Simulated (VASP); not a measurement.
# ZnSe (P4/nmm) in VASP: notebook

ZnSe is run at these levels: LDA; tasks: single point.

Everything below comes from runs of VASP 6.6.1. Logs are shortened: lines on timing, memory, paths and dates and some standing lists are left out, and cuts for length are marked.

## (1) The cell of the first run

Symmetry: P4/nmm, No. 129, tetragonal system. Conventional cell: a = 3.855 Å, b = 3.855 Å, c = 5.087 Å, α = 90.00°, β = 90.00°, γ = 90.00°. Within 3.0 Å of Zn (site symmetry -4m2) lie 4 Se at 2.24 Å and 4 Zn at 2.73 Å. Within 3.0 Å of Se (site symmetry 4mm) lie 4 Zn at 2.24 Å.

## (2) Single point, LDA (atoms shifted along a free coordinate)

INCAR

```
SYSTEM = ZnSe
  ALGO = Normal
  EDIFF = 1E-6
  ENCUT = 520
  ISIF = 2
  ISMEAR = 0
  LASPH = .TRUE.
  LCHARG = .FALSE.
  LREAL = .FALSE.
  LWAVE = .FALSE.
  NBANDS = 26
  NELM = 100
  PREC = Accurate
  SIGMA = 0.05
```

KPOINTS

```
k-points
0
G
  8 8 6
  0 0 0
```

POSCAR

```
ZnSe
1.0
    3.8547617266      0.0000000000      0.0000000000
    0.0000000000      3.8547617266      0.0000000000
    0.0000000000      0.0000000000      5.0874920055
Zn Se
2 2
Direct
    0.0000000000      0.0000000000      0.0000000000
    0.5000000000      0.5000000000      0.0000000000
    0.0000000000      0.5000000000      0.2231634165
    0.5000000000      0.0000000000      0.7768365835
```

Potentials or basis: VASP PAW LDA potentials, release 64 (Zn, Se).

Run with:

```bash
cat potpaw_LDA.64/Zn/POTCAR potpaw_LDA.64/Se/POTCAR > POTCAR
mpirun -np 1 vasp_std > vasp.out
```

OUTCAR:

```text
SYSTEM = ZnSe
   EDIFF = 1E-6
   ENCUT = 520
   ISIF = 2
   ISMEAR = 0
   LASPH = .TRUE.
   LREAL = .FALSE.
   NELM = 100
   PREC = Accurate

 ion  position               nearest neighbor table
   1  0.000  0.000  0.000-   3 2.24   4 2.24   3 2.24   4 2.24   2 2.73   2 2.73   2 2.73   2 2.73

   2  0.500  0.500  0.000-   3 2.24   4 2.24   4 2.24   3 2.24   1 2.73   1 2.73   1 2.73   1 2.73

   3  0.000  0.500  0.223-   1 2.24   2 2.24   1 2.24   2 2.24
   4  0.500  0.000  0.777-   1 2.24   2 2.24   2 2.24   1 2.24

  LATTYP: Found a simple tetragonal cell.
 ALAT       =     3.8547617266
 C/A-ratio  =     1.3197941575

  Lattice vectors:

 A1 = (   3.8547617266,   0.0000000000,   0.0000000000)
 A2 = (   0.0000000000,   3.8547617266,   0.0000000000)
 A3 = (   0.0000000000,   0.0000000000,   5.0874920055)

Analysis of symmetry for initial positions (statically):
=====================================================================
 Subroutine PRICEL returns:
 Original cell was already a primitive cell.

 Routine SETGRP: Setting up the symmetry group for a
 simple tetragonal supercell.

 Subroutine GETGRP returns: Found 16 space group operations
 (whereof  8 operations were pure point group operations)
 out of a pool of 16 trial point group operations.

The static configuration has the point symmetry D_2d.
 The point group associated with its full space group is D_4h.

Analysis of symmetry for dynamics (positions and initial velocities):
=====================================================================
 Subroutine PRICEL returns:
 Original cell was already a primitive cell.

 Routine SETGRP: Setting up the symmetry group for a
 simple tetragonal supercell.

 Subroutine GETGRP returns: Found 16 space group operations
 (whereof  8 operations were pure point group operations)
 out of a pool of 16 trial point group operations.

The dynamic configuration has the point symmetry D_2d.
 The point group associated with its full space group is D_4h.

 Subroutine INISYM returns: Found 16 space group operations
 (whereof  8 operations are pure point group operations),
 and found     1 'primitive' translations

----------------------------------------------------------------------------------------

                                     Primitive cell

  volume of cell :      75.5960

  direct lattice vectors                    reciprocal lattice vectors
     3.854761727  0.000000000  0.000000000     0.259419407  0.000000000  0.000000000
     0.000000000  3.854761727  0.000000000     0.000000000  0.259419407  0.000000000
     0.000000000  0.000000000  5.087492005     0.000000000  0.000000000  0.196560505

  length of vectors
     3.854761727  3.854761727  5.087492005     0.259419407  0.259419407  0.196560505

  position of ions in fractional coordinates (direct lattice)
     0.000000000  0.000000000  0.000000000
     0.500000000  0.500000000  0.000000000
     0.000000000  0.500000000  0.223163417
     0.500000000  0.000000000  0.776836583

  ion indices of the primitive-cell ions
   primitive index   ion index
                 1           1
                 2           2
                 3           3
                 4           4

----------------------------------------------------------------------------------------

 KPOINTS: k-points

Automatic generation of k-mesh.
 Grid dimensions read from file:
 generate k-points for:    8    8    6

 Generating k-lattice:

  Cartesian coordinates                     Fractional coordinates (reciprocal lattice)
     0.032427426  0.000000000  0.000000000     0.125000000  0.000000000  0.000000000
     0.000000000  0.032427426  0.000000000     0.000000000  0.125000000  0.000000000
     0.000000000  0.000000000  0.032760084     0.000000000  0.000000000  0.166666667

  Length of vectors
     0.032427426  0.032427426  0.032760084

  Shift w.r.t. Gamma in fractional coordinates (k-lattice)
     0.000000000  0.000000000  0.000000000

 Subroutine IBZKPT returns following result:
 ===========================================

 Found     60 irreducible k-points:

 Following reciprocal coordinates:
            Coordinates               Weight
  0.000000  0.000000  0.000000      1.000000
  0.125000  0.000000  0.000000      4.000000
  0.250000  0.000000  0.000000      4.000000
  0.375000  0.000000  0.000000      4.000000
  0.500000  0.000000  0.000000      2.000000
  0.125000  0.125000  0.000000      4.000000
[... 16 lines left out ...]
  0.375000  0.125000  0.166667     16.000000
  0.500000  0.125000  0.166667      8.000000
 [... further k-points ...]
   k-points           NKPTS =     60   k-points in BZ     NKDIM =     60   number of bands    NBANDS=     26
   number of dos      NEDOS =    301   number of ions     NIONS =      4
   total plane-waves  NPLWV =  36000
   dimension x,y,z NGX =    30 NGY =   30 NGZ =   40
   dimension x,y,z NGXF=    60 NGYF=   60 NGZF=   80
   ions per type =               2   2
   NGX,Y,Z   is equivalent  to a cutoff of  12.94, 12.94, 13.07 a.u.
   NGXF,Y,Z  is equivalent  to a cutoff of  25.88, 25.88, 26.14 a.u.
 SYSTEM =  ZnSe
   PREC   = accura    normal or accurate (medium, high low for compatibility)
   ISTART =      0    job   : 0-new  1-cont  2-samecut
   ICHARG =      2    charge: 1-file 2-atom 10-const
   ISPIN  =      1    spin polarized calculation?
   LNONCOLLINEAR =      F non collinear calculations
   LSORBIT =      F    spin-orbit coupling
   LASPH  =      T    aspherical Exc in radial PAW
   ENCUT  =  520.0 eV  38.22 Ry    6.18 a.u.   7.17  7.17  9.46*2*pi/ulx,y,z
   NELM   =    100;   NELMIN=  2; NELMDL= -5     # of ELM steps
   EDIFF  = 0.1E-05   stopping-criterion for ELM
   LREAL  =      F    real-space projection
[... 7 lines left out ...]
   TEBEG  =    0.0;   TEEND  =   0.0 temperature during run
   PSTRESS=    0.0 pullay stress
   NELECT =      36.0000    total number of electrons
   NUPDOWN=      -1.0000    fix difference up-down
   EMIN   =  10.00;   EMAX   =-10.00  energy-range for DOS
   EFERMI =   0.00;   METHOD = LEGACY
   ISMEAR =     0;   SIGMA  =   0.05  broadening in eV -4-tet -1-fermi 0-gaus
   EFERMI_NEDOS =   21; number of points for ismear=-14 and -15
   IALGO  =     38    algorithm
   IMIX   =      4    mixing-type and parameters
     AMIX     =   0.40;   BMIX     =  1.00
     AMIX_MAG =   1.60;   BMIX_MAG =  1.00
  volume/ion in A,a.u.               =      18.90       127.54
  Fermi-wavevector in a.u.,A,eV,Ry     =   1.278427  2.415877 22.237043  1.634377
  Thomas-Fermi vector in A             =   2.410971
   LORBIT       =      0    0 simple, 1 ext, 2 COOP (PROOUT), +10 PAW based schemes
   GGA     = CA    functional components
   LHFCALC =     F    Hartree Fock is set to
   AEXX    =    0.0000 exact exchange contribution
   IVDW    =     0    specifies the selected vdW correction
   LEPSILON=     F    determine dielectric tensor
   LRPA    =     F    only Hartree local field effects (RPA)
 non-spin polarized calculation
 Gauss-broadening in eV      SIGMA  =   0.05
  energy-cutoff  :      520.00
  volume of cell :       75.60
 maximum number of plane-waves:      2068
 NGX is ok and might be reduce to    30
   NGX = 15   NGY = 15   NGZ = 19

 number of electron      35.9999969 magnetization

 Free energy of the ion-electron system (eV)
  ---------------------------------------------------
  ext. energy  EPLUGINS =         0.00000000
  ---------------------------------------------------
  free energy    TOTEN  =       -11.84795245 eV

  energy without entropy =      -11.84795245  energy(sigma->0) =      -11.84795245

 E-fermi :   3.6595     XC(G=0): -10.3665

 val. band max:        3.4644304455   @ k =   0.0000   0.0000   0.0000
 cond. band min:       4.3071158841   @ k =   0.0000   0.0000   0.0000
 fundamental gap:      0.8426854386
 Fermi energy:         3.6595188448

 k-point     1 :       0.0000    0.0000    0.0000
  band No.  band energies     occupation
      1     -12.2711      2.00000
      2     -10.2826      2.00000
      3      -5.1200      2.00000
      4      -5.0992      2.00000
      5      -5.0992      2.00000
      6      -5.0269      2.00000
[... 18 lines left out ...]
     25      13.4668      0.00000
     26      13.4668      0.00000

 k-point     2 :       0.1250    0.0000    0.0000
  band No.  band energies     occupation
      1     -12.1647      2.00000
      2     -10.2976      2.00000
      3      -5.1642      2.00000
      4      -5.1222      2.00000
      5      -5.0025      2.00000
      6      -4.9545      2.00000
[... 18 lines left out ...]
     25      12.0500      0.00000
     26      12.4561      0.00000

 k-point     3 :       0.2500    0.0000    0.0000
  band No.  band energies     occupation
      1     -11.8635      2.00000
      2     -10.3744      2.00000
      3      -5.1570      2.00000
      4      -5.1139      2.00000
      5      -4.8556      2.00000
      6      -4.8138      2.00000
[... 18 lines left out ...]
     25      10.9169      0.00000
     26      12.4655      0.00000

 k-point     4 :       0.3750    0.0000    0.0000
  band No.  band energies     occupation
      1     -11.4261      2.00000
      2     -10.5835      2.00000
      3      -5.0861      2.00000
      4      -5.0170      2.00000
      5      -4.7913      2.00000
      6      -4.7889      2.00000
[... 18 lines left out ...]
     25      10.8628      0.00000
     26      12.5814      0.00000
[... 496 lines left out ...]
      1     -11.7322      2.00000
      2     -10.3978      2.00000
      3      -5.3216      2.00000
      4      -4.9603      2.00000
      5      -4.8675      2.00000
      6      -4.8305      2.00000
[... 18 lines left out ...]
     25      10.5667      0.00000
     26      13.1913      0.00000

 k-point    23 :       0.3750    0.1250    0.1667
  band No.  band energies     occupation
      1     -11.3159      2.00000
      2     -10.5584      2.00000
      3      -5.2992      2.00000
      4      -4.9100      2.00000
      5      -4.8575      2.00000
      6      -4.8116      2.00000
[... 18 lines left out ...]
     25      11.1593      0.00000
     26      12.4680      0.00000

 k-point    24 :       0.5000    0.1250    0.1667
  band No.  band energies     occupation
      1     -10.8831      2.00000
      2     -10.8831      2.00000
      3      -5.1551      2.00000
      4      -5.1551      2.00000
      5      -4.7676      2.00000
      6      -4.7676      2.00000
[... 18 lines left out ...]
     25      12.0600      0.00000
     26      12.0600      0.00000

 [... further k-points ...]

------------------------ aborting loop because EDIFF is reached ----------------------------------------

  FORCE on cell =-STRESS in cart. coord.  units (eV):
  Direction    XX          YY          ZZ          XY          YZ          ZX
  --------------------------------------------------------------------------------------
  -------------------------------------------------------------------------------------
  Total       15.7633552     15.7633552     12.2321435      0.0000000      0.0000000      0.0000000
  in kB      334.0876548    334.0876548    259.2473546      0.0000000      0.0000000      0.0000000
  external PRESSURE =     309.1408881 kB  Pullay stress =       0.0000000 kB

 VOLUME and BASIS-vectors are now :
 -----------------------------------------------------------------------------
  energy-cutoff  :      520.00
  volume of cell :       75.60
      direct lattice vectors                 reciprocal lattice vectors
     3.854761727  0.000000000  0.000000000     0.259419407  0.000000000  0.000000000
     0.000000000  3.854761727  0.000000000     0.000000000  0.259419407  0.000000000
     0.000000000  0.000000000  5.087492005     0.000000000  0.000000000  0.196560505

 POSITION                                       TOTAL-FORCE (eV/Angst)
 -----------------------------------------------------------------------------------
      0.00000      0.00000      0.00000         0.000000     -0.000000      0.000000
      1.92738      1.92738      0.00000         0.000000      0.000000      0.000000
      0.00000      1.92738      1.13534         0.000000      0.000000      5.569699
      1.92738      0.00000      3.95215        -0.000000     -0.000000     -5.569699
 -----------------------------------------------------------------------------------
    total drift:                                0.000000      0.000000      0.000000

  FREE ENERGIE OF THE ION-ELECTRON SYSTEM (eV)
  ---------------------------------------------------
  free  energy   TOTEN  =       -11.8479524460 eV

  energy  without entropy=      -11.8479524460  energy(sigma->0) =      -11.84795245
```

Wall time 80 s (1 thread of Intel Xeon Platinum 8259CL at 2.50GHz (Skylake/Cascade Lake), shared host); peak memory 0.23 GiB.

What came out:

```
Free energy            : -11.8480 eV
Pressure               : 30.9 GPa
Largest force          : 5.570 eV/Å
Band gap on the k mesh : 0.84 eV
```

Forces in eV/Å, atoms in the order of the input:
```
Zn   0.000  0.000  0.000
Zn   0.000  0.000  0.000
Se   0.000  0.000  5.570
Se   0.000  0.000 -5.570
```

Stress tensor (GPa, compression positive):
```
33.41  0.00  0.00
 0.00 33.41  0.00
 0.00  0.00 25.92
```

Caveat: the cell differs from its parent crystal (atoms shifted along a free coordinate); the cell stands under pressure; forces of over 1 eV/Å act on the atoms, so gaps and moduli don't describe the material at rest.

## (3) Single point, LDA (atoms shifted along a free coordinate)

INCAR

```
PREC = Accurate ; ENCUT = 520
EDIFF = 1E-6 ; ISMEAR = 0
SIGMA = 0.05 ; LREAL = F
LASPH = T ; NELM = 60
ALGO = Normal ; ISIF = 2
LWAVE = F ; LCHARG = T
GGA = CA ; LELF = T
LVHAR = T ; NBANDS = 26
```

KPOINTS

```
regular mesh
0
Gamma
  8 8 6
```

POSCAR

```
ZnSe
1.0
    4.1605590088      0.0000000000      0.0000000000
    0.0000000000      4.1605590088      0.0000000000
    0.0000000000      0.0000000000      5.4910814719
Zn Se
2 2
Direct
    0.0000000000      0.0000000000      0.0000000000
    0.5000000000      0.5000000000      0.0000000000
    0.0000000000      0.5000000000      0.2419974579
    0.5000000000      0.0000000000      0.7580025421
```

Potentials or basis: VASP PAW LDA potentials, release 64 (Zn, Se).

Run with:

```bash
cat potpaw_LDA.64/Zn/POTCAR potpaw_LDA.64/Se/POTCAR > POTCAR
mpirun -np 1 vasp_std > vasp.out
```

It took 36 s on 1 thread of Intel Xeon 6975P-C (Granite Rapids), shared host; peak memory 0.25 GiB.

Results (log left out):

```
Free energy            : -13.8570 eV
Pressure               : -0.5 GPa
Largest force          : 0.645 eV/Å
Band gap on the k mesh : 0.90 eV
```

Forces in eV/Å, atoms in the order of the input:
```
Zn   0.000  0.000  0.000
Zn   0.000  0.000  0.000
Se   0.000  0.000  0.645
Se   0.000  0.000 -0.645
```

Stress tensor (GPa, compression positive):
```
-1.56  0.00  0.00
 0.00 -1.56  0.00
 0.00  0.00  1.51
```

Levels at points of the mesh, in eV from the valence-band top:
```csv
k point,band 14,band 15,band 16,band 17,band 18,band 19,band 20,band 21,band 22,band 23
"(0.00, 0.00, 0.00)",-3.04,-3.04,-0.39,-0.39,0.00,0.90,1.57,2.28,5.37,5.98
"(0.50, 0.00, 0.00)",-4.81,-1.74,-1.74,-1.49,-1.49,2.87,2.87,5.97,5.97,6.39
"(0.50, 0.50, 0.00)",-5.04,-2.42,-2.42,-2.23,-2.23,3.14,3.14,3.74,3.74,9.77
"(0.00, 0.00, 0.50)",-2.83,-2.83,-1.44,-0.78,-0.78,1.08,3.19,3.74,4.46,6.81
"(0.50, 0.00, 0.50)",-5.29,-1.43,-1.43,-0.77,-0.77,2.07,2.07,5.64,5.64,6.27
"(0.50, 0.50, 0.50)",-4.85,-2.90,-2.90,-2.81,-2.81,5.02,5.02,5.52,5.52,8.21
```

Caveat: the cell differs from its parent crystal (atoms shifted along a free coordinate).
